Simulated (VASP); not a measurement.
# SnO in VASP: further runs

SnO is run at these levels: PBE+D3(BJ); tasks: single point.

All numbers are computed with VASP 6.6.1; they aren't measurements. Logs are shortened: lines on timing, memory, paths and dates and some standing lists are left out, and cuts for length are marked.

### Step 1. The cell of the first run

The cell holds a slab with vacuum, 8 atoms: a = 3.820 Å, b = 3.820 Å, c = 22.226 Å, α = 90.00°, β = 90.00°, γ = 90.00°.

### Step 2. Single point, PBE+D3(BJ)

The input, INCAR:

```
SYSTEM = SnO
PREC = Accurate ; ENCUT = 520
EDIFF = 1E-6 ; ISMEAR = 0
SIGMA = 0.05 ; LREAL = .FALSE.
LASPH = .TRUE. ; NELM = 80
ALGO = Normal ; ISIF = 2
LWAVE = .FALSE. ; LCHARG = .FALSE.
LDIPOL = .TRUE. ; IDIPOL = 3
DIPOL = 0.5 0.5 0.403 ; GGA = PE
IVDW = 12 ; NBANDS = 50
```

The input, KPOINTS:

```
regular mesh
0
G
  7 7 1
  0 0 0
```

The input, POSCAR:

```
SnO
1.0
    3.8201636883      0.0000000000      0.0000000000
    0.0000000000      3.8201636883      0.0000000000
    0.0000000000      0.0000000000     22.2260802162
Sn O
4 4
Direct
    0.7500000000      0.2500000000      0.2024648501
    0.2500000000      0.7500000000      0.3087831971
    0.3750000000      0.8750000000      0.4977503906
    0.8750000000      0.3750000000      0.6040687375
    0.2500000000      0.2500000000      0.2556240236
    0.7500000000      0.7500000000      0.2556240236
    0.8750000000      0.8750000000      0.5509095640
    0.3750000000      0.3750000000      0.5509095640
```

Potentials or basis: VASP PAW PBE potentials, release 64 (Sn_d, O).

On the command line:

```bash
> cat potpaw_PBE.64/Sn_d/POTCAR potpaw_PBE.64/O/POTCAR > POTCAR
> mpirun -np 1 vasp_std > vasp.out
```

OUTCAR:

```text
SYSTEM = SnO
   PREC = Accurate
   ENCUT = 520
   EDIFF = 1E-6
   ISMEAR = 0
   LREAL = .FALSE.
   LASPH = .TRUE.
   NELM = 80
   ISIF = 2
   GGA = PE
   IVDW = 12
 IVDW          = 12

 ion  position               nearest neighbor table
   1  0.750  0.250  0.202-   5 2.25   6 2.25   6 2.25   5 2.25   2 3.59   2 3.59   2 3.59   2 3.59

   2  0.250  0.750  0.309-   5 2.25   6 2.25   5 2.25   6 2.25   1 3.59   1 3.59   1 3.59   1 3.59

   3  0.375  0.875  0.498-   7 2.25   8 2.25   8 2.25   7 2.25   4 3.59   4 3.59   4 3.59   4 3.59

   4  0.875  0.375  0.604-   7 2.25   8 2.25   7 2.25   8 2.25   3 3.59   3 3.59   3 3.59   3 3.59

   5  0.250  0.250  0.256-   1 2.25   2 2.25   2 2.25   1 2.25
   6  0.750  0.750  0.256-   1 2.25   2 2.25   1 2.25   2 2.25
   7  0.875  0.875  0.551-   3 2.25   3 2.25   4 2.25   4 2.25
   8  0.375  0.375  0.551-   3 2.25   3 2.25   4 2.25   4 2.25

  LATTYP: Found a simple tetragonal cell.
 ALAT       =     3.8201636883
 C/A-ratio  =     5.8180962989

  Lattice vectors:

 A1 = (   3.8201636883,   0.0000000000,   0.0000000000)
 A2 = (   0.0000000000,   3.8201636883,   0.0000000000)
 A3 = (   0.0000000000,   0.0000000000,  22.2260802162)

Analysis of symmetry for initial positions (statically):
=====================================================================
 Subroutine PRICEL returns:
 Original cell was already a primitive cell.

 Routine SETGRP: Setting up the symmetry group for a
 simple tetragonal supercell.

 Subroutine GETGRP returns: Found  4 space group operations
 (whereof  1 operations were pure point group operations)
 out of a pool of 16 trial point group operations.

The static configuration has the point symmetry C_1 .
 The point group associated with its full space group is C_2h.

Analysis of symmetry for dynamics (positions and initial velocities):
=====================================================================
 Subroutine PRICEL returns:
 Original cell was already a primitive cell.

 Routine SETGRP: Setting up the symmetry group for a
 simple tetragonal supercell.

 Subroutine GETGRP returns: Found  4 space group operations
 (whereof  1 operations were pure point group operations)
 out of a pool of 16 trial point group operations.

The dynamic configuration has the point symmetry C_1 .
 The point group associated with its full space group is C_2h.

 Subroutine INISYM returns: Found  4 space group operations
 (whereof  1 operations are pure point group operations),
 and found     1 'primitive' translations

----------------------------------------------------------------------------------------

                                     Primitive cell

  volume of cell :     324.3596

  direct lattice vectors                    reciprocal lattice vectors
     3.820163688  0.000000000  0.000000000     0.261768888  0.000000000  0.000000000
     0.000000000  3.820163688  0.000000000     0.000000000  0.261768888  0.000000000
     0.000000000  0.000000000 22.226080216     0.000000000  0.000000000  0.044992189

  length of vectors
     3.820163688  3.820163688 22.226080216     0.261768888  0.261768888  0.044992189

  position of ions in fractional coordinates (direct lattice)
     0.750000000  0.250000000  0.202464850
     0.250000000  0.750000000  0.308783197
     0.375000000  0.875000000  0.497750391
     0.875000000  0.375000000  0.604068738
     0.250000000  0.250000000  0.255624024
     0.750000000  0.750000000  0.255624024
     0.875000000  0.875000000  0.550909564
     0.375000000  0.375000000  0.550909564

  ion indices of the primitive-cell ions
   primitive index   ion index
                 1           1
                 2           2
                 3           3
                 4           4
                 5           5
                 6           6
                 7           7
                 8           8

----------------------------------------------------------------------------------------

 KPOINTS: regular mesh

Automatic generation of k-mesh.
 Grid dimensions read from file:
 generate k-points for:    7    7    1

 Generating k-lattice:

  Cartesian coordinates                     Fractional coordinates (reciprocal lattice)
     0.037395555  0.000000000  0.000000000     0.142857143  0.000000000  0.000000000
     0.000000000  0.037395555  0.000000000     0.000000000  0.142857143  0.000000000
     0.000000000  0.000000000  0.044992189     0.000000000  0.000000000  1.000000000

  Length of vectors
     0.037395555  0.037395555  0.044992189

  Shift w.r.t. Gamma in fractional coordinates (k-lattice)
     0.000000000  0.000000000  0.000000000

 Subroutine IBZKPT returns following result:
 ===========================================

 Found     16 irreducible k-points:

 Following reciprocal coordinates:
            Coordinates               Weight
  0.000000  0.000000  0.000000      1.000000
  0.142857  0.000000  0.000000      4.000000
  0.285714  0.000000  0.000000      4.000000
  0.428571  0.000000  0.000000      4.000000
  0.142857  0.142857  0.000000      2.000000
 -0.142857  0.142857  0.000000      2.000000
[... 8 lines left out ...]
  0.428571  0.428571  0.000000      2.000000
 -0.428571  0.428571  0.000000      2.000000
   k-points           NKPTS =     16   k-points in BZ     NKDIM =     16   number of bands    NBANDS=     50
   number of dos      NEDOS =    301   number of ions     NIONS =      8
   total plane-waves  NPLWV = 131712
   dimension x,y,z NGX =    28 NGY =   28 NGZ =  168
   dimension x,y,z NGXF=    56 NGYF=   56 NGZF=  336
   ions per type =               4   4
   NGX,Y,Z   is equivalent  to a cutoff of  12.19, 12.19, 12.57 a.u.
   NGXF,Y,Z  is equivalent  to a cutoff of  24.37, 24.37, 25.13 a.u.
 SYSTEM =  SnO
   PREC   = accura    normal or accurate (medium, high low for compatibility)
   ISTART =      0    job   : 0-new  1-cont  2-samecut
   ICHARG =      2    charge: 1-file 2-atom 10-const
   ISPIN  =      1    spin polarized calculation?
   LNONCOLLINEAR =      F non collinear calculations
   LSORBIT =      F    spin-orbit coupling
   LASPH  =      T    aspherical Exc in radial PAW
   ENCUT  =  520.0 eV  38.22 Ry    6.18 a.u.   7.10  7.10 41.33*2*pi/ulx,y,z
   NELM   =     80;   NELMIN=  2; NELMDL= -5     # of ELM steps
   EDIFF  = 0.1E-05   stopping-criterion for ELM
   LREAL  =      F    real-space projection
   EDIFFG = 0.1E-04   stopping-criterion for IOM
   NSW    =      0    number of steps for IOM
   IBRION =     -1    ionic relax: 0-MD 1-quasi-New 2-CG
   NFREE  =      0    steps in history (QN), initial steepest desc. (CG)
   ISIF   =      2    stress and relaxation
   ISYM   =      2    0-nonsym 1-usesym 2-fastsym
   POTIM  = 0.5000    time-step for ionic-motion
   TEBEG  =    0.0;   TEEND  =   0.0 temperature during run
   PSTRESS=    0.0 pullay stress
   NELECT =      80.0000    total number of electrons
   NUPDOWN=      -1.0000    fix difference up-down
   EMIN   =  10.00;   EMAX   =-10.00  energy-range for DOS
   EFERMI =   0.00;   METHOD = LEGACY
   ISMEAR =     0;   SIGMA  =   0.05  broadening in eV -4-tet -1-fermi 0-gaus
   EFERMI_NEDOS =   21; number of points for ismear=-14 and -15
   IALGO  =     38    algorithm
   IMIX   =      4    mixing-type and parameters
     AMIX     =   0.40;   BMIX     =  1.00
     AMIX_MAG =   1.60;   BMIX_MAG =  1.00
  volume/ion in A,a.u.               =      40.54       273.61
  Fermi-wavevector in a.u.,A,eV,Ry     =   1.026666  1.940118 14.341129  1.054043
  Thomas-Fermi vector in A             =   2.160571
   LORBIT       =      0    0 simple, 1 ext, 2 COOP (PROOUT), +10 PAW based schemes
   GGA     = PE    functional components
   LHFCALC =     F    Hartree Fock is set to
   AEXX    =    0.0000 exact exchange contribution
   IVDW    =    12    specifies the selected vdW correction
   LEPSILON=     F    determine dielectric tensor
   LRPA    =     F    only Hartree local field effects (RPA)
 non-spin polarized calculation
 Gauss-broadening in eV      SIGMA  =   0.05
  energy-cutoff  :      520.00
  volume of cell :      324.36
 maximum number of plane-waves:      8769
   NGX = 15   NGY = 15   NGZ = 83

 dipolmoment           0.000000      0.000000      0.000157 electrons x Angstroem

 number of electron      79.9999970 magnetization

 dipolmoment           0.000000      0.000000     -0.000003 electrons x Angstroem

 Free energy of the ion-electron system (eV)
  ---------------------------------------------------
  ext. energy  EPLUGINS =         0.00000000
  ---------------------------------------------------
  free energy    TOTEN  =       -45.13208340 eV

  energy without entropy =      -45.13208340  energy(sigma->0) =      -45.13208340

 E-fermi :   0.0687     XC(G=0):  -5.3131

 val. band max:       -0.1779038641   @ k =  -0.1429   0.1429   0.0000
 cond. band min:       2.2812267817   @ k =   0.4286   0.0000   0.0000
 fundamental gap:      2.4591306458
 Fermi energy:         0.0686567894

 k-point     1 :       0.0000    0.0000    0.0000
  band No.  band energies     occupation
      1     -21.0431      2.00000
      2     -21.0431      2.00000
      3     -20.6825      2.00000
      4     -20.6825      2.00000
      5     -20.6455      2.00000
      6     -20.6454      2.00000
[... 42 lines left out ...]
     49       5.2064      0.00000
     50       5.2109      0.00000

 k-point     2 :       0.1429    0.0000    0.0000
  band No.  band energies     occupation
      1     -21.0342      2.00000
      2     -21.0341      2.00000
      3     -20.6832      2.00000
      4     -20.6831      2.00000
      5     -20.6472      2.00000
      6     -20.6467      2.00000
[... 734 lines left out ...]
 k-point    16 :      -0.4286    0.4286    0.0000
  band No.  band energies     occupation
      1     -20.9844      2.00000
      2     -20.9841      2.00000
      3     -20.9707      2.00000
      4     -20.9701      2.00000
      5     -20.6495      2.00000
      6     -20.6493      2.00000
[... 42 lines left out ...]
     49       5.9339      0.00000
     50       6.1821      0.00000

------------------------ aborting loop because EDIFF is reached ----------------------------------------

 vacuum level on the upper side and lower side of the slab       (xc-potential included)        -0.157        -0.154

 Edisp (eV)   -1.23688

 E8    (eV) :    -0.5466

  FORCE on cell =-STRESS in cart. coord.  units (eV):
  Direction    XX          YY          ZZ          XY          YZ          ZX
  --------------------------------------------------------------------------------------
  -------------------------------------------------------------------------------------
  Total       0.24718     0.24718     0.37391     0.01430     0.17948     0.17948
  in kB       1.22093     1.22093     1.84691     0.07061     0.88653     0.88653
  external pressure =        1.43 kB  Pullay stress =        0.00 kB

 VOLUME and BASIS-vectors are now :
 -----------------------------------------------------------------------------
  energy-cutoff  :      520.00
  volume of cell :      324.36
      direct lattice vectors                 reciprocal lattice vectors
     3.820163688  0.000000000  0.000000000     0.261768888  0.000000000  0.000000000
     0.000000000  3.820163688  0.000000000     0.000000000  0.261768888  0.000000000
     0.000000000  0.000000000 22.226080216     0.000000000  0.000000000  0.044992189

 POSITION                                       TOTAL-FORCE (eV/Angst)
 -----------------------------------------------------------------------------------
      2.86512      0.95504      4.50000        -0.003318     -0.003318     -0.084015
      0.95504      2.86512      6.86304        -0.019286     -0.019286      0.053251
      1.43256      3.34264     11.06304         0.019286      0.019286     -0.053251
      3.34264      1.43256     13.42608         0.003318      0.003318      0.084015
      0.95504      0.95504      5.68152         0.006675     -0.017130     -0.000240
      2.86512      2.86512      5.68152        -0.017130      0.006675     -0.000240
      3.34264      3.34264     12.24456         0.017130     -0.006675      0.000240
      1.43256      1.43256     12.24456        -0.006675      0.017130      0.000240
 -----------------------------------------------------------------------------------
    total drift:                                0.000000      0.000000     -0.000143

  FREE ENERGIE OF THE ION-ELECTRON SYSTEM (eV)
  ---------------------------------------------------
  free  energy   TOTEN  =       -46.3689609366 eV

  energy  without entropy=      -46.3689609366  energy(sigma->0) =      -46.36896094

 vacuum level on the upper side and lower side of the slab         4.812         4.817
```

Wall time 4.9 min (1 thread of Intel Xeon Platinum 8488C (Sapphire Rapids), shared host); peak memory 0.44 GiB.

Results:

```yaml
Free_energy: -46.3690 eV
Largest_force: 0.084 eV/Å
Band_gap_on_the_k_mesh: 2.46 eV, indirect (least direct gap 2.55 eV)
Dispersion_energy_per_atom: -0.155 eV
```

Forces in eV/Å, atoms in the order of the input:
```
Sn  -0.003 -0.003 -0.084
Sn  -0.019 -0.019  0.053
Sn   0.019  0.019 -0.053
Sn   0.003  0.003  0.084
O    0.007 -0.017  0.000
O   -0.017  0.007  0.000
O    0.017 -0.007  0.000
O   -0.007  0.017  0.000
```

Caveat: spin-orbit coupling is left out, which moves the levels of the heavy elements.

(Continued in part 2 of 2.)
